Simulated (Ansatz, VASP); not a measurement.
One calculation of FeSi, two programs

POSCAR

```
FeSi
1.0
    4.5507000000      0.0000000000      0.0000000000
    0.0000000000      4.5507000000      0.0000000000
    0.0000000000      0.0000000000      4.5507000000
Fe Si
4 4
Direct
    0.1365200000      0.1365200000      0.1365200000
    0.3634800000      0.8634800000      0.6365200000
    0.6365200000      0.3634800000      0.8634800000
    0.8634800000      0.6365200000      0.3634800000
    0.8424000000      0.8424000000      0.8424000000
    0.6576000000      0.1576000000      0.3424000000
    0.3424000000      0.6576000000      0.1576000000
    0.1576000000      0.3424000000      0.6576000000
```

The input INCAR.step1:

```
SYSTEM = FeSi
  ALGO = Normal
  EDIFF = 1E-4
  ENCUT = 600
  GGA = PE
  ISMEAR = 0
  LASPH = .True.
  LCHARG = .False.
  LREAL = .False.
  LWAVE = .True.
  NELM = 60
  PREC = Accurate
  SIGMA = 0.1
```

INCAR.step2

```
SYSTEM = FeSi
  ALGO = Normal
  EDIFF = 1E-7
  EDIFFG = -0.05
  ENCUT = 600
  IBRION = 2
  ISIF = 3
  ISMEAR = 0
  ISTART = 1
  LASPH = .True.
  LCHARG = .False.
  LMIXTAU = .True.
  LREAL = .False.
  LWAVE = .False.
  METAGGA = R2SCAN
  NELM = 60
  NSW = 100
  PREC = Accurate
  SIGMA = 0.1
```

The input KPOINTS:

```
k-points
0
Gamma
  4 4 4
  0 0 0
```

Input for Ansatz:

```yaml
crystal:
  lattice:
    - [4.5507, 0.0, 0.0]
    - [0.0, 4.5507, 0.0]
    - [0.0, 0.0, 4.5507]
  atoms:
    - { symbol: Fe, position: [0.13652, 0.13652, 0.13652] }
    - { symbol: Fe, position: [0.36348, 0.86348, 0.63652] }
    - { symbol: Fe, position: [0.63652, 0.36348, 0.86348] }
    - { symbol: Fe, position: [0.86348, 0.63652, 0.36348] }
    - { symbol: Si, position: [0.8424, 0.8424, 0.8424] }
    - { symbol: Si, position: [0.6576, 0.1576, 0.3424] }
    - { symbol: Si, position: [0.3424, 0.6576, 0.1576] }
    - { symbol: Si, position: [0.1576, 0.3424, 0.6576] }
basis:
  ecutwfc: 500
kpoints:
  mp_grid: { grid: [4, 4, 4] }
hamiltonian:
  xc: r2scan
scf:
  occupations: { method: gaussian, width: 0.1 }
output:
  forces: true
  stress: true
  eigenvalues: true
relax:
  adjacent_minimum: "off"
  f_tol: 0.05
  max_steps: 80
  cell: { stress_tol: 0.5 }
```

Alike in both runs: task relaxation of cell and atoms; functional r2SCAN; k mesh 4 × 4 × 4; occupations gaussian, width 0.1 eV; no spin polarisation.

```csv
,VASP,Ansatz
version,VASP 6.6.1,Ansatz 0.2.0
potentials or method,"VASP PAW PBE potentials, release 64 (Fe, Si), cutoff 600 eV","scalar-relativistic, plane waves, PAW"
valence electrons in the cell,48,80
```

Ansatz gave:

| Property | Result |
| --- | --- |
| gap on the k mesh at the Fermi level, each at its own relaxed structure (eV) | 0.36 |
| relaxed volume (Å³/atom) | 10.67 |
| relaxed length of the cell vector where the two differ most in proportion (Å) | 4.403 |

Task: Estimate VASP's values.

Result: gap on the k mesh at the Fermi level, each at its own relaxed structure (eV): 0.35; relaxed volume (Å³/atom): 10.67; relaxed length of the cell vector where the two differ most in proportion (Å): 4.403.

VASP's potentials were made for PBE, not for r2SCAN. VASP's potentials hold 48 valence electrons a cell and Ansatz's 80, so a difference there can come from the potentials and not from the codes.
